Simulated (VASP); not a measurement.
## Pt: single point with PBEsol

The system is Pt.

```
CELL_PARAMETERS angstrom
2.77895 0.00000 0.00000
-1.38947 2.40664 0.00000
0.00000 0.00000 4.82387
ATOMIC_POSITIONS crystal
Pt 0.66667 0.33333 0.75000
Pt 0.33333 0.66667 0.25000
```

| Quantity | Value |
| --- | --- |
| Program | VASP 6.6.1 |
| Task | single point |
| Functional | PBEsol |
| Potentials or basis | VASP PAW PBE potentials, release 64 (Pt) |
| Cutoff | 520 eV |
| k mesh | 12 × 12 × 6 |
| Occupations | methfessel-paxton, width 0.1 eV |
| Spin | no spin polarisation |
| Dipole correction | no |
| Further INCAR settings | ALGO = Normal; EDIFF = 1e-06; NBANDS = 17 |

The pressure is -15.4 GPa. The band gap on the k mesh is zero (band 10 reaches 10.29 eV, above the bottom of band 11 at 9.06 eV).

Stress tensor (GPa, compression positive):
```
-15.78   0.00   0.00
  0.00 -15.78   0.00
  0.00   0.00 -14.73
```

Levels at points of the mesh, in eV from the Fermi level:
| k point | band 7 | band 8 | band 9 | band 10 | band 11 | band 12 | band 13 | band 14 |
| --- | --- | --- | --- | --- | --- | --- | --- | --- |
| (0.00, 0.00, 0.00) | -2.94 | -1.70 | -1.70 | -0.67 | -0.18 | -0.18 | 4.53 | 15.15 |
| (0.50, 0.00, 0.00) | -2.50 | 0.03 | 0.30 | 0.49 | 2.22 | 3.66 | 7.13 | 8.71 |
| (0.00, 0.00, 0.50) | -3.28 | -3.28 | -0.74 | -0.74 | -0.74 | -0.74 | 11.74 | 11.74 |
| (0.50, 0.00, 0.50) | -0.80 | -0.80 | 0.41 | 0.41 | 1.69 | 1.69 | 6.28 | 6.28 |

It took 18 s on 1 thread of Intel(R) Xeon(R) Platinum 8488C (Sapphire Rapids), on a shared host, peak memory 0.18 GiB.

Caveat: the PAW data sets were made with another functional, which shifts forces and pressure a little; spin-orbit coupling is left out, which moves the levels of the heavy elements.
